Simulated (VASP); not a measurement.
# Na (Im-3m) in VASP: further runs

The runs below take Na through single point, with PBE.

Program: VASP 6.6.1. These are calculated values, not measurements. Logs are shortened: lines on timing, memory, paths and dates and some standing lists are left out, and cuts for length are marked.

### Step 1. The cell of the first run

The structure is cubic, space group Im-3m (No. 229). Conventional cell: a = 4.195 Å, b = 4.195 Å, c = 4.195 Å, α = 90.00°, β = 90.00°, γ = 90.00°. Na (site symmetry m-3m) has 14 Na at 3.63 to 4.20 Å within 4.8 Å.

### Step 2. Single point, PBE

INCAR reads:

```
SYSTEM = Na
PREC = Accurate
ENCUT = 520
EDIFF = 1E-6
ISMEAR = 0
SIGMA = 0.1
LREAL = .FALSE.
LASPH = .TRUE.
NELM = 60
ALGO = Normal
ISIF = 2
LWAVE = .FALSE.
LCHARG = .FALSE.
GGA = PE
NBANDS = 10
```

KPOINTS reads:

```
Automatic mesh
0
G
  14 14 14
  0 0 0
```

POSCAR reads:

```
Na
1.0
   -2.0976602188      2.0976602188      2.0976602188
    2.0976602188     -2.0976602188      2.0976602188
    2.0976602188      2.0976602188     -2.0976602188
Na
1
Direct
    0.0000000000      0.0000000000      0.0000000000
```

Potentials or basis: VASP PAW PBE potentials, release 64 (Na_pv).

Run with:

```
cat potpaw_PBE.64/Na_pv/POTCAR > POTCAR
mpirun -np 1 vasp_std > vasp.out
```

OUTCAR:

```text
SYSTEM = Na
   PREC = Accurate
   ENCUT = 520
   EDIFF = 1E-6
   ISMEAR = 0
   LREAL = .FALSE.
   LASPH = .TRUE.
   NELM = 60
   ISIF = 2
   GGA = PE

 ion  position               nearest neighbor table
   1  0.000  0.000  0.000-

  LATTYP: Found a body centered cubic cell.
 ALAT       =     4.1953204376

  Lattice vectors:

 A1 = (  -2.0976602188,   2.0976602188,   2.0976602188)
 A2 = (   2.0976602188,  -2.0976602188,   2.0976602188)
 A3 = (   2.0976602188,   2.0976602188,  -2.0976602188)

Analysis of symmetry for initial positions (statically):
=====================================================================
 Subroutine PRICEL returns:
 Original cell was already a primitive cell.

 Routine SETGRP: Setting up the symmetry group for a
 body centered cubic supercell.

 Subroutine GETGRP returns: Found 48 space group operations
 (whereof 48 operations were pure point group operations)
 out of a pool of 48 trial point group operations.

The static configuration has the point symmetry O_h .

Analysis of symmetry for dynamics (positions and initial velocities):
=====================================================================
 Subroutine PRICEL returns:
 Original cell was already a primitive cell.

 Routine SETGRP: Setting up the symmetry group for a
 body centered cubic supercell.

 Subroutine GETGRP returns: Found 48 space group operations
 (whereof 48 operations were pure point group operations)
 out of a pool of 48 trial point group operations.

The dynamic configuration has the point symmetry O_h .

 Subroutine INISYM returns: Found 48 space group operations
 (whereof 48 operations are pure point group operations),
 and found     1 'primitive' translations

----------------------------------------------------------------------------------------

                                     Primitive cell

  volume of cell :      36.9203

  direct lattice vectors                    reciprocal lattice vectors
    -2.097660219  2.097660219  2.097660219     0.000000000  0.238360815  0.238360815
     2.097660219 -2.097660219  2.097660219     0.238360815  0.000000000  0.238360815
     2.097660219  2.097660219 -2.097660219     0.238360815  0.238360815  0.000000000

  length of vectors
     3.633254076  3.633254076  3.633254076     0.337093098  0.337093098  0.337093098

  position of ions in fractional coordinates (direct lattice)
     0.000000000  0.000000000  0.000000000

  ion indices of the primitive-cell ions
   primitive index   ion index
                 1           1

----------------------------------------------------------------------------------------

 KPOINTS: Automatic mesh

Automatic generation of k-mesh.
 Grid dimensions read from file:
 generate k-points for:   14   14   14

 Generating k-lattice:

  Cartesian coordinates                     Fractional coordinates (reciprocal lattice)
     0.000000000  0.017025773  0.017025773     0.071428571  0.000000000  0.000000000
     0.017025773  0.000000000  0.017025773     0.000000000  0.071428571  0.000000000
     0.017025773  0.017025773  0.000000000     0.000000000  0.000000000  0.071428571

  Length of vectors
     0.024078078  0.024078078  0.024078078

  Shift w.r.t. Gamma in fractional coordinates (k-lattice)
     0.000000000  0.000000000  0.000000000

 Subroutine IBZKPT returns following result:
 ===========================================

 Found    104 irreducible k-points:

 Following reciprocal coordinates:
            Coordinates               Weight
  0.000000  0.000000  0.000000      1.000000
  0.071429  0.000000  0.000000     12.000000
  0.142857  0.000000  0.000000     12.000000
  0.214286  0.000000  0.000000     12.000000
  0.285714  0.000000  0.000000     12.000000
  0.357143  0.000000  0.000000     12.000000
[... 16 lines left out ...]
  0.285714  0.285714  0.000000     24.000000
  0.357143  0.285714 -0.000000     24.000000
 [... further k-points ...]
   k-points           NKPTS =    104   k-points in BZ     NKDIM =    104   number of bands    NBANDS=     10
   number of dos      NEDOS =    301   number of ions     NIONS =      1
   total plane-waves  NPLWV =  21952
   dimension x,y,z NGX =    28 NGY =   28 NGZ =   28
   dimension x,y,z NGXF=    56 NGYF=   56 NGZF=   56
   ions per type =               1
   NGX,Y,Z   is equivalent  to a cutoff of  12.81, 12.81, 12.81 a.u.
   NGXF,Y,Z  is equivalent  to a cutoff of  25.62, 25.62, 25.62 a.u.
 SYSTEM =  Na
   PREC   = accura    normal or accurate (medium, high low for compatibility)
   ISTART =      0    job   : 0-new  1-cont  2-samecut
   ICHARG =      2    charge: 1-file 2-atom 10-const
   ISPIN  =      1    spin polarized calculation?
   LNONCOLLINEAR =      F non collinear calculations
   LSORBIT =      F    spin-orbit coupling
   LASPH  =      T    aspherical Exc in radial PAW
   ENCUT  =  520.0 eV  38.22 Ry    6.18 a.u.   6.76  6.76  6.76*2*pi/ulx,y,z
   NELM   =     60;   NELMIN=  2; NELMDL= -5     # of ELM steps
   EDIFF  = 0.1E-05   stopping-criterion for ELM
   LREAL  =      F    real-space projection
[... 7 lines left out ...]
   TEBEG  =    0.0;   TEEND  =   0.0 temperature during run
   PSTRESS=    0.0 pullay stress
   NELECT =       7.0000    total number of electrons
   NUPDOWN=      -1.0000    fix difference up-down
   EMIN   =  10.00;   EMAX   =-10.00  energy-range for DOS
   EFERMI =   0.00;   METHOD = LEGACY
   ISMEAR =     0;   SIGMA  =   0.10  broadening in eV -4-tet -1-fermi 0-gaus
   EFERMI_NEDOS =   21; number of points for ismear=-14 and -15
   IALGO  =     38    algorithm
   IMIX   =      4    mixing-type and parameters
     AMIX     =   0.40;   BMIX     =  1.00
     AMIX_MAG =   1.60;   BMIX_MAG =  1.00
  volume/ion in A,a.u.               =      36.92       249.15
  Fermi-wavevector in a.u.,A,eV,Ry     =   0.940486  1.777261 12.034544  0.884514
  Thomas-Fermi vector in A             =   2.067903
   LORBIT       =      0    0 simple, 1 ext, 2 COOP (PROOUT), +10 PAW based schemes
   GGA     = PE    functional components
   LHFCALC =     F    Hartree Fock is set to
   AEXX    =    0.0000 exact exchange contribution
   IVDW    =     0    specifies the selected vdW correction
   LEPSILON=     F    determine dielectric tensor
   LRPA    =     F    only Hartree local field effects (RPA)
 non-spin polarized calculation
 Gauss-broadening in eV      SIGMA  =   0.10
  energy-cutoff  :      520.00
  volume of cell :       36.92
 maximum number of plane-waves:      1007
   NGX = 13   NGY = 13   NGZ = 13

 number of electron       7.0000004 magnetization

 Free energy of the ion-electron system (eV)
  ---------------------------------------------------
  ext. energy  EPLUGINS =         0.00000000
  ---------------------------------------------------
  free energy    TOTEN  =        -1.31215009 eV

  energy without entropy =       -1.30912296  energy(sigma->0) =       -1.31063653

 E-fermi :   0.3167     XC(G=0):  -6.5129

 val. band max:        0.2895660076   @ k =  -0.3571   0.4286   0.1429
 cond. band min:       0.3706055567   @ k =   0.3571   0.0714   0.0714
 fundamental gap:      0.0810395492
 Fermi energy:         0.3166719973

 k-point     1 :       0.0000    0.0000    0.0000
  band No.  band energies     occupation
      1     -24.5576      2.00000
      2     -24.5576      2.00000
      3     -24.5576      2.00000
      4      -2.9460      2.00000
      5      12.0994      0.00000
      6      12.0995      0.00000
      7      12.0995      0.00000
      8      13.1025      0.00000
      9      13.1025      0.00000
     10      13.6607      0.00000

 k-point     2 :       0.0714    0.0000    0.0000
  band No.  band energies     occupation
      1     -24.5595      2.00000
      2     -24.5582      2.00000
      3     -24.5576      2.00000
      4      -2.8558      2.00000
      5      10.9062      0.00000
      6      11.5195      0.00000
      7      11.7489      0.00000
      8      12.3738      0.00000
      9      12.5810      0.00000
     10      13.9640      0.00000

 k-point     3 :       0.1429    0.0000    0.0000
  band No.  band energies     occupation
      1     -24.5645      2.00000
      2     -24.5599      2.00000
      3     -24.5576      2.00000
      4      -2.5861      2.00000
      5       9.0310      0.00000
      6      10.6676      0.00000
      7      11.1376      0.00000
      8      11.5427      0.00000
      9      12.2843      0.00000
     10      14.0808      0.00000

 k-point     4 :       0.2143    0.0000    0.0000
  band No.  band energies     occupation
      1     -24.5718      2.00000
      2     -24.5624      2.00000
      3     -24.5576      2.00000
      4      -2.1398      2.00000
      5       7.2267      0.00000
      6       9.9222      0.00000
      7      10.5719      0.00000
      8      10.8522      0.00000
      9      11.8587      0.00000
     10      14.4259      0.00000
[... 222 lines left out ...]
 k-point    22 :       0.3571    0.2143   -0.0000
  band No.  band energies     occupation
      1     -24.5885      2.00000
      2     -24.5749      2.00000
      3     -24.5614      2.00000
      4       1.2707      0.00000
      5       2.5279      0.00000
      6       4.9377      0.00000
      7       8.5295      0.00000
      8      11.7653      0.00000
      9      13.9829      0.00000
     10      14.8170      0.00000

 k-point    23 :       0.2857    0.2857    0.0000
  band No.  band energies     occupation
      1     -24.5865      2.00000
      2     -24.5769      2.00000
      3     -24.5619      2.00000
      4       1.2006      0.00000
      5       3.2637      0.00000
      6       4.0420      0.00000
      7       8.4461      0.00000
      8      12.4463      0.00000
      9      13.2364      0.00000
     10      15.1761      0.00000

 k-point    24 :       0.3571    0.2857   -0.0000
  band No.  band energies     occupation
      1     -24.5851      2.00000
      2     -24.5796      2.00000
      3     -24.5621      2.00000
      4       2.0578      0.00000
      5       2.4706      0.00000
      6       3.7456      0.00000
      7       8.3645      0.00000
      8      12.6162      0.00000
      9      13.5148      0.00000
     10      14.6074      0.00000

 [... further k-points ...]
[... 5 lines left out ...]
  --------------------------------------------------------------------------------------
  -------------------------------------------------------------------------------------
  Total       -0.0039202     -0.0039202     -0.0039202     -0.0000000     -0.0000000     -0.0000000
  in kB       -0.1701193     -0.1701193     -0.1701193     -0.0000000     -0.0000000     -0.0000000
  external PRESSURE =      -0.1701193 kB  Pullay stress =       0.0000000 kB

 VOLUME and BASIS-vectors are now :
 -----------------------------------------------------------------------------
  energy-cutoff  :      520.00
  volume of cell :       36.92
      direct lattice vectors                 reciprocal lattice vectors
    -2.097660219  2.097660219  2.097660219     0.000000000  0.238360815  0.238360815
     2.097660219 -2.097660219  2.097660219     0.238360815  0.000000000  0.238360815
     2.097660219  2.097660219 -2.097660219     0.238360815  0.238360815  0.000000000

 POSITION                                       TOTAL-FORCE (eV/Angst)
 -----------------------------------------------------------------------------------
      0.00000      0.00000      0.00000        -0.000000      0.000000     -0.000000
 -----------------------------------------------------------------------------------
    total drift:                                0.000000     -0.000000      0.000000

  FREE ENERGIE OF THE ION-ELECTRON SYSTEM (eV)
  ---------------------------------------------------
  free  energy   TOTEN  =        -1.3121500944 eV

  energy  without entropy=       -1.3091229581  energy(sigma->0) =       -1.31063653
```

It took 26 s on 1 thread of AMD EPYC 7R43 (Zen 3), shared host; peak memory 0.13 GiB.

Results:

- Free energy: -1.3122 eV
- Pressure: 0.0 GPa

### Step 3. Single point, PBE

This run uses another cell than the first one, of 37.98 Å³/atom, 1.029 times its volume.

INCAR reads:

```
SYSTEM = Na
PREC     = Accurate       ! precision mode
ENCUT    = 500            ! plane-wave cutoff, eV
EDIFF    = 1E-6           ! SCF threshold, eV
ISMEAR   = 0              ! smearing method
SIGMA    = 0.1            ! smearing width, eV
LREAL    = .False.        ! projectors in reciprocal space
LASPH    = .True.         ! aspherical terms in the spheres
NELM     = 120            ! most SCF steps
ALGO     = Normal         ! electronic algorithm
ISIF     = 2              ! what is computed and relaxed
LWAVE    = .False.        ! write WAVECAR
LCHARG   = .False.        ! write CHGCAR
GGA      = PE             ! functional
NBANDS   = 10             ! bands
GGA_COMPAT= .False.
```

KPOINTS reads:

```
regular mesh
0
Gamma
  6 6 6
  0 0 0
```

POSCAR reads:

```
Na
1.0
   -2.1175000000      2.1175000000      2.1175000000
    2.1175000000     -2.1175000000      2.1175000000
    2.1175000000      2.1175000000     -2.1175000000
Na
1
Direct
    0.0000000000      0.0000000000      0.0000000000
```

Potentials or basis: VASP PAW PBE potentials, release 64 (Na_pv).

Run with:

```
cat potpaw_PBE.64/Na_pv/POTCAR > POTCAR
mpirun -np 1 vasp_std > vasp.out
```

OUTCAR:

```text
SYSTEM = Na
   PREC = Accurate
   ENCUT = 500
   EDIFF = 1E-6
   ISMEAR = 0
   LREAL = .False.
   LASPH = .True.
   NELM = 120
   ISIF = 2
   GGA = PE

 ion  position               nearest neighbor table
   1  0.000  0.000  0.000-

  LATTYP: Found a body centered cubic cell.
 ALAT       =     4.2350000000

  Lattice vectors:

 A1 = (  -2.1175000000,   2.1175000000,   2.1175000000)
 A2 = (   2.1175000000,  -2.1175000000,   2.1175000000)
 A3 = (   2.1175000000,   2.1175000000,  -2.1175000000)

Analysis of symmetry for initial positions (statically):
=====================================================================
 Subroutine PRICEL returns:
 Original cell was already a primitive cell.

 Routine SETGRP: Setting up the symmetry group for a
 body centered cubic supercell.

 Subroutine GETGRP returns: Found 48 space group operations
 (whereof 48 operations were pure point group operations)
 out of a pool of 48 trial point group operations.

The static configuration has the point symmetry O_h .

[... 152 lines left out ...]
 cond. band min:       0.2993898706   @ k =   0.3333   0.1667  -0.0000
 fundamental gap:      0.4527070617
 Fermi energy:         0.2882663255

 k-point     1 :       0.0000    0.0000    0.0000
  band No.  band energies     occupation
      1     -24.6609      2.00000
      2     -24.6609      2.00000
      3     -24.6609      2.00000
      4      -2.9676      2.00000
      5      11.8362      0.00000
      6      11.8362      0.00000
      7      11.8362      0.00000
      8      12.8235      0.00000
      9      12.8235      0.00000
     10      13.3695      0.00000
[... 183 lines left out ...]
 k-point    16 :       0.5000    0.5000    0.5000
  band No.  band energies     occupation
      1     -24.6846      2.00000
      2     -24.6846      2.00000
      3     -24.6846      2.00000
      4       4.7404      0.00000
      5       4.7404      0.00000
      6       5.0750      0.00000
      7       5.0750      0.00000
      8       5.0750      0.00000
      9       7.7479      0.00000
     10      19.4295      0.00000

------------------------ aborting loop because EDIFF is reached ----------------------------------------

  FORCE on cell =-STRESS in cart. coord.  units (eV):
  Direction    XX          YY          ZZ          XY          YZ          ZX
  --------------------------------------------------------------------------------------
  -------------------------------------------------------------------------------------
  Total       -0.0326149     -0.0326149     -0.0326149      0.0000000      0.0000000     -0.0000000
  in kB       -1.3759294     -1.3759294     -1.3759294      0.0000000      0.0000000     -0.0000000
  external PRESSURE =      -1.3759294 kB  Pullay stress =       0.0000000 kB

 VOLUME and BASIS-vectors are now :
 -----------------------------------------------------------------------------
  energy-cutoff  :      500.00
  volume of cell :       37.98
      direct lattice vectors                 reciprocal lattice vectors
    -2.117500000  2.117500000  2.117500000     0.000000000  0.236127509  0.236127509
     2.117500000 -2.117500000  2.117500000     0.236127509  0.000000000  0.236127509
     2.117500000  2.117500000 -2.117500000     0.236127509  0.236127509  0.000000000

 POSITION                                       TOTAL-FORCE (eV/Angst)
 -----------------------------------------------------------------------------------
      0.00000      0.00000      0.00000         0.000000      0.000000      0.000000
 -----------------------------------------------------------------------------------
    total drift:                               -0.000000     -0.000000     -0.000000

  FREE ENERGIE OF THE ION-ELECTRON SYSTEM (eV)
  ---------------------------------------------------
  free  energy   TOTEN  =        -1.2805769849 eV

  energy  without entropy=       -1.2681936139  energy(sigma->0) =       -1.27438530
```

stdout:

```text
POSCAR found type information on POSCAR Na
 POSCAR found :  1 types and       1 ions
 scaLAPACK will be used
 LDA part: xc-table for (Slater+PW92), standard interpolation
 POSCAR, INCAR and KPOINTS ok, starting setup
 FFT: planning ... GRIDC
 FFT: planning ... GRID_SOFT
 FFT: planning ... GRID
 WAVECAR not read
 entering main loop
```

Wall time 2.2 s (1 thread of Intel Xeon 6975P-C (Granite Rapids), shared host); peak memory 0.14 GiB.

What came out:

| Quantity | Value |
| --- | --- |
| Free energy | -1.2806 eV |
| Pressure | -0.1 GPa |

Levels at points of the mesh, in eV from the Fermi level:
```tsv
k point	band 1	band 2	band 3	band 4	band 5	band 6	band 7
(0.00, 0.00, 0.00)	-24.95	-24.95	-24.95	-3.26	11.55	11.55	11.55
(0.50, 0.00, 0.00)	-24.98	-24.96	-24.95	0.72	1.16	8.08	8.96
(0.50, 0.50, 0.50)	-24.97	-24.97	-24.97	4.45	4.45	4.79	4.79
```
